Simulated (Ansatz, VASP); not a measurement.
I: VASP beside Ansatz

The input INCAR:

```
SYSTEM = I
PREC = Accurate
ENCUT = 600
EDIFF = 1E-6
ISMEAR = -1
SIGMA = 0.05
LREAL = .FALSE.
LASPH = .TRUE.
NELM = 80
ALGO = Normal
ISIF = 3
LWAVE = .FALSE.
LCHARG = .FALSE.
GGA = PS
IVDW = 12
IBRION = 2
NSW = 60
EDIFFG = -0.01
```

Contents of KPOINTS:

```
regular mesh
0
G
  9 9 9
  0 0 0
```

File POSCAR:

```
I
1.0
   -2.0893754423      2.0893754423      2.0893754423
    2.0893754423     -2.0893754423      2.0893754423
    2.0893754423      2.0893754423     -2.0893754423
I
1
Direct
    0.0000000000      0.0000000000      0.0000000000
```

The input input.yaml:

```yaml
crystal:
  lattice:
    - [-2.0893754423, 2.0893754423, 2.0893754423]
    - [2.0893754423, -2.0893754423, 2.0893754423]
    - [2.0893754423, 2.0893754423, -2.0893754423]
  atoms:
    - { symbol: I, position: [0.0, 0.0, 0.0] }
hamiltonian:
  xc: pbesol
  pseudopotentials: { kind: paw }
  dispersion: d3bj
kpoints:
  mp_grid: { grid: [9, 9, 9] }
scf:
  occupations: { method: fermi_dirac, width: 0.05 }
output:
  forces: true
  stress: true
  eigenvalues: true
relax:
  f_tol: 0.01
  max_steps: 40
  cell: { stress_tol: 0.05 }
```

Alike in both runs: task relaxation of cell and atoms; functional PBEsol; dispersion D3(BJ); k mesh 9 × 9 × 9; occupations fermi-dirac, width 0.05 eV; no spin polarisation.

|  | VASP | Ansatz |
| --- | --- | --- |
| version | VASP 6.6.1 | Ansatz 0.2.0 |
| potentials or method | VASP PAW PBE potentials, release 64 (I) | Ansatz PAW |
| plane-wave cutoff (eV) | 600 | 420 |
| valence electrons in the cell | 7 | 17 |

|  | VASP | Ansatz | Ansatz less VASP |
| --- | --- | --- | --- |
| gap on the k mesh at the Fermi level, each at its own relaxed structure (eV) | none | none | - |
| relaxed volume (Å³/atom) | 31.19 | 31.22 | +0.027 |
| relaxed cell length with the largest relative difference (Å) | 3.435 | 3.436 | +0.0010 |

VASP's potentials were made for PBE, not for PBEsol. A gap of «none» marks a metal or a gap that the smearing closes. VASP's potentials hold 7 valence electrons a cell and Ansatz's 17, so a difference there can come from the potentials and not from the codes.

Spin-orbit coupling is off throughout. Noted on Ansatz's run: the plane-wave basis is chosen anew once the cell has moved, so the energies of steps on either side of that aren't comparable.
